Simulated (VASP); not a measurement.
Write the native input for VASP 6.6.1 that does the following.

```yaml
Task: single point
Functional: PBE
Potentials_or_basis: VASP PAW PBE potentials, release 64 (Si)
Cutoff: 500 eV
k_mesh: 8 × 8 × 8
Occupations: gaussian, width 0.01 eV
Spin: no spin polarisation
Dipole_correction: no
Further_INCAR_settings: ALGO = Normal; EDIFF = 1e-06; NBANDS = 11
```

The structure of Si lies in POSCAR:

```
Si
1.0
    0.0000000000      2.7218511865      2.7218511865
    2.7218511865      0.0000000000      2.7218511865
    2.7218511865      2.7218511865      0.0000000000
Si
2
Direct
    0.2500000000      0.2500000000      0.2500000000
    0.0000000000      0.0000000000      0.0000000000
```

The input as run:

INCAR

```
SYSTEM = Si
PREC     = Accurate       ! precision mode
ENCUT    = 500            ! plane-wave cutoff, eV
EDIFF    = 1E-6           ! SCF threshold, eV
ISMEAR   = 0              ! smearing method
SIGMA    = 0.01           ! smearing width, eV
LREAL    = .False.        ! projectors in reciprocal space
LASPH    = .True.         ! aspherical terms in the spheres
NELM     = 120            ! most SCF steps
ALGO     = Normal         ! electronic algorithm
ISIF     = 2              ! what is computed and relaxed
LWAVE    = .False.        ! write WAVECAR
LCHARG   = .True.         ! write CHGCAR
GGA      = PE             ! functional
LELF     = .True.         ! ELF
LVHAR    = .True.       
NBANDS   = 11             ! bands
GGA_COMPAT= .False.
```

KPOINTS

```
Automatic mesh
0
Gamma
  8 8 8
  0 0 0
```

Potentials or basis: VASP PAW PBE potentials, release 64 (Si).

The run is started by

```bash
$ cat potpaw_PBE.64/Si/POTCAR > POTCAR
$ mpirun -np 1 vasp_std > vasp.out
```

It gave:

```yaml
Pressure: 1.3 GPa
Band_gap_on_the_k_mesh: 0.63 eV, indirect (least direct gap 2.56 eV)
```

Run time: 11 s on 1 thread of AMD EPYC 9R45 (Zen 5), on a shared host, peak memory 0.11 GiB.
